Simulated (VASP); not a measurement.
# Li2S (Fm-3m) in VASP: notebook

Aim: see how the results for Li2S move with the level of theory and the settings. Levels: PBEsol, LDA, RPBE. Tasks: single point, relaxation of cell and atoms.

Program: VASP 6.6.1. These are calculated values, not measurements. Logs are shortened: lines on timing, memory, paths and dates and some standing lists are left out, and cuts for length are marked.

### Step 1. The cell of the first run

The structure is cubic, space group Fm-3m (No. 225). The conventional cell has a = 5.655 Å, b = 5.655 Å, c = 5.655 Å, α = 90.00°, β = 90.00°, γ = 90.00°. Li (site symmetry -43m) has 4 S at 2.45 Å and 6 Li at 2.83 Å within 3.2 Å. S (site symmetry m-3m) has 8 Li at 2.45 Å within 3.2 Å.

### Step 2. Single point, PBEsol

The input, INCAR:

```
SYSTEM = Li2S
  ALGO = Normal
  EDIFF = 1E-6
  ENCUT = 750
  GGA = PS
  GGA_COMPAT = .False.
  ISIF = 2
  ISMEAR = 0
  LASPH = .True.
  LCHARG = .True.
  LELF = .True.
  LREAL = .False.
  LVHAR = .True.
  LWAVE = .False.
  NBANDS = 13
  NELM = 120
  PREC = Accurate
  SIGMA = 0.01
```

The input, KPOINTS:

```
k-points
0
Gamma
  6 6 6
  0 0 0
```

The input, POSCAR:

```
Li2S
1.0
    3.9984658913      0.0000000000      0.0000000000
    1.9992329456      3.4627730380      0.0000000000
    1.9992329456      1.1542576793      3.2647337292
Li S
2 1
Direct
    0.2500000000      0.2500000000      0.2500000000
    0.7500000000      0.7500000000      0.7500000000
    0.0000000000      0.0000000000      0.0000000000
```

Potentials or basis: VASP PAW PBE potentials, release 64 (Li_sv, S).

The run is started by

```
cat potpaw_PBE.64/Li_sv/POTCAR potpaw_PBE.64/S/POTCAR > POTCAR
mpirun -np 1 vasp_std > vasp.out
```

OUTCAR:

```text
SYSTEM = Li2S
   EDIFF = 1E-6
   ENCUT = 750
   GGA = PS
   ISIF = 2
   ISMEAR = 0
   LASPH = .True.
   LREAL = .False.
   NELM = 120
   PREC = Accurate

 ion  position               nearest neighbor table
   1  0.250  0.250  0.250-   3 2.45   3 2.45   3 2.45   3 2.45
   2  0.750  0.750  0.750-   3 2.45   3 2.45   3 2.45   3 2.45
   3  0.000  0.000  0.000-   1 2.45   2 2.45   2 2.45   1 2.45   1 2.45   2 2.45   2 2.45   1 2.45

  LATTYP: Found a face centered cubic cell.
 ALAT       =     5.6546846921

  Lattice vectors:

 A1 = (   3.9984658913,   0.0000000000,   0.0000000000)
 A2 = (   1.9992329456,   3.4627730380,   0.0000000000)
 A3 = (   1.9992329456,   1.1542576793,   3.2647337292)

Analysis of symmetry for initial positions (statically):
=====================================================================
 Subroutine PRICEL returns:
 Original cell was already a primitive cell.

 Routine SETGRP: Setting up the symmetry group for a
 face centered cubic supercell.

 Subroutine GETGRP returns: Found 48 space group operations
 (whereof 48 operations were pure point group operations)
 out of a pool of 48 trial point group operations.

The static configuration has the point symmetry O_h .

Analysis of symmetry for dynamics (positions and initial velocities):
=====================================================================
 Subroutine PRICEL returns:
 Original cell was already a primitive cell.

 Routine SETGRP: Setting up the symmetry group for a
 face centered cubic supercell.

 Subroutine GETGRP returns: Found 48 space group operations
 (whereof 48 operations were pure point group operations)
 out of a pool of 48 trial point group operations.

The dynamic configuration has the point symmetry O_h .

 Subroutine INISYM returns: Found 48 space group operations
 (whereof 48 operations are pure point group operations),
 and found     1 'primitive' translations

----------------------------------------------------------------------------------------

                                     Primitive cell

  volume of cell :      45.2028

  direct lattice vectors                    reciprocal lattice vectors
     3.998465891  0.000000000  0.000000000     0.250095919 -0.144392946 -0.102101231
     1.999232946  3.462773038  0.000000000     0.000000000  0.288785892 -0.102101231
     1.999232946  1.154257679  3.264733729     0.000000000  0.000000000  0.306303694

  length of vectors
     3.998465891  3.998465891  3.998465891     0.306303694  0.306303694  0.306303694

  position of ions in fractional coordinates (direct lattice)
     0.250000000  0.250000000  0.250000000
     0.750000000  0.750000000  0.750000000
     0.000000000  0.000000000  0.000000000

  ion indices of the primitive-cell ions
   primitive index   ion index
                 1           1
                 2           2
                 3           3

----------------------------------------------------------------------------------------

 KPOINTS: k-points

Automatic generation of k-mesh.
 Grid dimensions read from file:
 generate k-points for:    6    6    6

 Generating k-lattice:

  Cartesian coordinates                     Fractional coordinates (reciprocal lattice)
     0.041682653 -0.024065491 -0.017016872     0.166666667 -0.000000000 -0.000000000
     0.000000000  0.048130982 -0.017016872     0.000000000  0.166666667  0.000000000
     0.000000000  0.000000000  0.051050616     0.000000000  0.000000000  0.166666667

  Length of vectors
     0.051050616  0.051050616  0.051050616

  Shift w.r.t. Gamma in fractional coordinates (k-lattice)
     0.000000000  0.000000000  0.000000000

 Subroutine IBZKPT returns following result:
 ===========================================

 Found     16 irreducible k-points:

 Following reciprocal coordinates:
            Coordinates               Weight
  0.000000  0.000000  0.000000      1.000000
  0.166667  0.000000  0.000000      8.000000
  0.333333  0.000000  0.000000      8.000000
  0.500000  0.000000  0.000000      4.000000
  0.166667  0.166667  0.000000      6.000000
  0.333333  0.166667  0.000000     24.000000
[... 8 lines left out ...]
 -0.333333  0.333333  0.166667     24.000000
 -0.333333  0.500000  0.166667     12.000000
   k-points           NKPTS =     16   k-points in BZ     NKDIM =     16   number of bands    NBANDS=     13
   number of dos      NEDOS =    301   number of ions     NIONS =      3
   total plane-waves  NPLWV =  46656
   dimension x,y,z NGX =    36 NGY =   36 NGZ =   36
   dimension x,y,z NGXF=    72 NGYF=   72 NGZF=   72
   ions per type =               2   1
   NGX,Y,Z   is equivalent  to a cutoff of  14.97, 14.97, 14.97 a.u.
   NGXF,Y,Z  is equivalent  to a cutoff of  29.94, 29.94, 29.94 a.u.
 SYSTEM =  Li2S
   PREC   = accura    normal or accurate (medium, high low for compatibility)
   ISTART =      0    job   : 0-new  1-cont  2-samecut
   ICHARG =      2    charge: 1-file 2-atom 10-const
   ISPIN  =      1    spin polarized calculation?
   LNONCOLLINEAR =      F non collinear calculations
   LSORBIT =      F    spin-orbit coupling
   LASPH  =      T    aspherical Exc in radial PAW
   ENCUT  =  750.0 eV  55.12 Ry    7.42 a.u.   8.93  8.93  8.93*2*pi/ulx,y,z
   NELM   =    120;   NELMIN=  2; NELMDL= -5     # of ELM steps
   EDIFF  = 0.1E-05   stopping-criterion for ELM
   LREAL  =      F    real-space projection
   EDIFFG = 0.1E-04   stopping-criterion for IOM
   NSW    =      0    number of steps for IOM
   IBRION =     -1    ionic relax: 0-MD 1-quasi-New 2-CG
   NFREE  =      0    steps in history (QN), initial steepest desc. (CG)
   ISIF   =      2    stress and relaxation
   ISYM   =      2    0-nonsym 1-usesym 2-fastsym
   POTIM  = 0.5000    time-step for ionic-motion
   TEBEG  =    0.0;   TEEND  =   0.0 temperature during run
   PSTRESS=    0.0 pullay stress
   NELECT =      12.0000    total number of electrons
   NUPDOWN=      -1.0000    fix difference up-down
   EMIN   =  10.00;   EMAX   =-10.00  energy-range for DOS
   EFERMI =   0.00;   METHOD = LEGACY
   ISMEAR =     0;   SIGMA  =   0.01  broadening in eV -4-tet -1-fermi 0-gaus
   EFERMI_NEDOS =   21; number of points for ismear=-14 and -15
   IALGO  =     38    algorithm
   IMIX   =      4    mixing-type and parameters
     AMIX     =   0.40;   BMIX     =  1.00
     AMIX_MAG =   1.60;   BMIX_MAG =  1.00
  volume/ion in A,a.u.               =      15.07       101.68
  Fermi-wavevector in a.u.,A,eV,Ry     =   1.052156  1.988287 15.062091  1.107032
  Thomas-Fermi vector in A             =   2.187228
   LORBIT       =      0    0 simple, 1 ext, 2 COOP (PROOUT), +10 PAW based schemes
   GGA     = PS    functional components
   LHFCALC =     F    Hartree Fock is set to
   AEXX    =    0.0000 exact exchange contribution
   IVDW    =     0    specifies the selected vdW correction
   LEPSILON=     F    determine dielectric tensor
   LRPA    =     F    only Hartree local field effects (RPA)
 non-spin polarized calculation
 Gauss-broadening in eV      SIGMA  =   0.01
  energy-cutoff  :      750.00
  volume of cell :       45.20
 maximum number of plane-waves:      2126
   NGX = 17   NGY = 17   NGZ = 17

 number of electron      11.9999996 magnetization

 Free energy of the ion-electron system (eV)
  ---------------------------------------------------
  ext. energy  EPLUGINS =         0.00000000
  ---------------------------------------------------
  free energy    TOTEN  =       -12.37666682 eV

  energy without entropy =      -12.37666682  energy(sigma->0) =      -12.37666682

 E-fermi :   1.6411     XC(G=0):  -8.7267

 val. band max:        1.5546226937   @ k =   0.0000   0.0000   0.0000
 cond. band min:       4.7584901014   @ k =   0.5000   0.5000   0.0000
 fundamental gap:      3.2038674076
 Fermi energy:         1.6411469846

 k-point     1 :       0.0000    0.0000    0.0000
  band No.  band energies     occupation
      1     -41.8962      2.00000
      2     -41.8462      2.00000
      3      -9.5276      2.00000
      4       1.5546      2.00000
      5       1.5546      2.00000
      6       1.5546      2.00000
      7       5.7709      0.00000
      8       7.7129      0.00000
      9       7.7129      0.00000
     10       7.7129      0.00000
     11      12.7478      0.00000
     12      12.7478      0.00000
     13      13.9384      0.00000

 k-point     2 :       0.1667    0.0000    0.0000
  band No.  band energies     occupation
      1     -41.8926      2.00000
      2     -41.8493      2.00000
      3      -9.4247      2.00000
      4       0.5535      2.00000
      5       1.4003      2.00000
      6       1.4003      2.00000
      7       6.4451      0.00000
      8       8.0956      0.00000
      9       8.0956      0.00000
     10       8.3511      0.00000
     11      11.4669      0.00000
     12      11.4669      0.00000
     13      14.2188      0.00000

 k-point     3 :       0.3333    0.0000    0.0000
  band No.  band energies     occupation
      1     -41.8829      2.00000
      2     -41.8580      2.00000
      3      -9.1966      2.00000
      4      -0.8639      2.00000
      5       1.1376      2.00000
      6       1.1377      2.00000
      7       7.2739      0.00000
      8       8.2338      0.00000
      9       8.2338      0.00000
     10       9.4748      0.00000
     11      11.9734      0.00000
     12      11.9734      0.00000
     13      14.9983      0.00000

 k-point     4 :       0.5000    0.0000    0.0000
  band No.  band energies     occupation
      1     -41.8702      2.00000
      2     -41.8702      2.00000
      3      -9.0689      2.00000
      4      -1.4493      2.00000
      5       1.0236      2.00000
      6       1.0236      2.00000
      7       7.6595      0.00000
      8       8.0435      0.00000
      9       8.0435      0.00000
     10       9.9005      0.00000
     11      14.3985      0.00000
     12      14.3986      0.00000
     13      14.6691      0.00000

 k-point     5 :       0.1667    0.1667    0.0000
  band No.  band energies     occupation
      1     -41.8917      2.00000
      2     -41.8501      2.00000
      3      -9.3913      2.00000
      4       0.7489      2.00000
      5       1.0877      2.00000
      6       1.0877      2.00000
      7       6.5052      0.00000
      8       7.9324      0.00000
      9       8.5956      0.00000
     10       8.5956      0.00000
     11      10.3340      0.00000
     12      13.2026      0.00000
     13      14.9145      0.00000
[... 129 lines left out ...]
 k-point    14 :       0.5000    0.3333    0.1667
  band No.  band energies     occupation
      1     -41.8784      2.00000
      2     -41.8618      2.00000
      3      -9.0468      2.00000
      4      -0.7191      2.00000
      5       0.1068      2.00000
      6       0.6025      2.00000
      7       6.7715      0.00000
      8       8.6747      0.00000
      9       9.2529      0.00000
     10      10.8696      0.00000
     11      11.4246      0.00000
     12      14.0040      0.00000
     13      15.6739      0.00000

 k-point    15 :      -0.3333    0.3333    0.1667
  band No.  band energies     occupation
      1     -41.8699      2.00000
      2     -41.8699      2.00000
      3      -8.9614      2.00000
      4      -0.9128      2.00000
      5      -0.0586      2.00000
      6       0.3192      2.00000
      7       7.0923      0.00000
      8       8.4231      0.00000
      9      10.5687      0.00000
     10      11.0733      0.00000
     11      11.3207      0.00000
     12      13.3290      0.00000
     13      14.9815      0.00000

 k-point    16 :      -0.3333    0.5000    0.1667
  band No.  band energies     occupation
      1     -41.8740      2.00000
      2     -41.8657      2.00000
      3      -8.9272      2.00000
      4      -0.5245      2.00000
      5      -0.2223      2.00000
      6      -0.1503      2.00000
      7       6.0980      0.00000
      8       9.5001      0.00000
      9       9.8879      0.00000
     10      11.6816      0.00000
     11      13.0839      0.00000
     12      14.0339      0.00000
     13      14.2514      0.00000

------------------------ aborting loop because EDIFF is reached ----------------------------------------

  FORCE on cell =-STRESS in cart. coord.  units (eV):
  Direction    XX          YY          ZZ          XY          YZ          ZX
  --------------------------------------------------------------------------------------
  -------------------------------------------------------------------------------------
  Total       -0.0121561     -0.0121561     -0.0121561      0.0000000      0.0000000      0.0000000
  in kB       -0.4308621     -0.4308621     -0.4308621      0.0000000      0.0000000      0.0000000
  external PRESSURE =      -0.4308621 kB  Pullay stress =       0.0000000 kB

 VOLUME and BASIS-vectors are now :
 -----------------------------------------------------------------------------
  energy-cutoff  :      750.00
  volume of cell :       45.20
      direct lattice vectors                 reciprocal lattice vectors
     3.998465891  0.000000000  0.000000000     0.250095919 -0.144392946 -0.102101231
     1.999232946  3.462773038  0.000000000     0.000000000  0.288785892 -0.102101231
     1.999232946  1.154257679  3.264733729     0.000000000  0.000000000  0.306303694

 POSITION                                       TOTAL-FORCE (eV/Angst)
 -----------------------------------------------------------------------------------
      1.99923      1.15426      0.81618        -0.000000      0.000000     -0.000000
      5.99770      3.46277      2.44855         0.000000     -0.000000      0.000000
      0.00000      0.00000      0.00000        -0.000000     -0.000000      0.000000
 -----------------------------------------------------------------------------------
    total drift:                                0.000000      0.000000      0.000000

  FREE ENERGIE OF THE ION-ELECTRON SYSTEM (eV)
  ---------------------------------------------------
  free  energy   TOTEN  =       -12.3766668217 eV

  energy  without entropy=      -12.3766668217  energy(sigma->0) =      -12.37666682
```

It took 22 s on 1 thread of Intel Xeon 8259CL, shared host; peak memory 0.2 GiB.

What came out:

```
Free energy            : -12.3767 eV
Pressure               : 0.0 GPa
Band gap on the k mesh : 3.20 eV, indirect (least direct gap 4.22 eV)
```

Caveat: the PAW data sets were made with another functional, which shifts forces and pressure a little. A k mesh can miss the band edges.

(Continued in part 2 of 2.)
